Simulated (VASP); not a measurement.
Runs of VASP 6.6.1 on Ru. The structure is that of space group P6_3/mmc (No. 194), or close to it. The cells are those of the table. 

```csv
task,level,cell,cutoff (eV),gap on the mesh (eV),pressure (GPa),relaxed volume (Å³/atom)
relaxation of cell and atoms,PBEsol,"relaxed from a = 2.704, b = 2.704, c = 4.282 Å, angles 90.0, 90.0, 120.0°, 2 atoms",600,none,0.0,13.32
relaxation of cell and atoms,PBE,"relaxed from a = 2.704, b = 2.704, c = 4.282 Å, angles 90.0, 90.0, 120.0°, 2 atoms",600,none,0.0,(a)
single point,PBEsol,"a = 2.692, b = 2.692, c = 4.244 Å, angles 90.0, 90.0, 120.0°, 2 atoms",520,none,-0.1,-
single point,PBE,"a = 2.722, b = 2.722, c = 4.289 Å, angles 90.0, 90.0, 120.0°, 2 atoms",520,none,-0.1,-
single point,r2SCAN,"a = 2.706, b = 2.706, c = 4.260 Å, angles 90.0, 90.0, 120.0°, 2 atoms",520,none,1.1,-
```

Alike in all rows: potentials or basis VASP PAW PBE potentials, release 64 (Ru_pv); no spin polarisation; k mesh 16 × 16 × 9; smearing fermi-dirac 0.05 eV.

Question: Estimate the missing entries.

Answer: (a) 13.76.

Caveats: the PAW data sets were made with another functional, which shifts forces and pressure a little (some runs).

A k mesh can miss the band edges, and the runs leave out spin-orbit coupling on Ru.

A gap of «none» marks levels without a gap at the run's occupations.
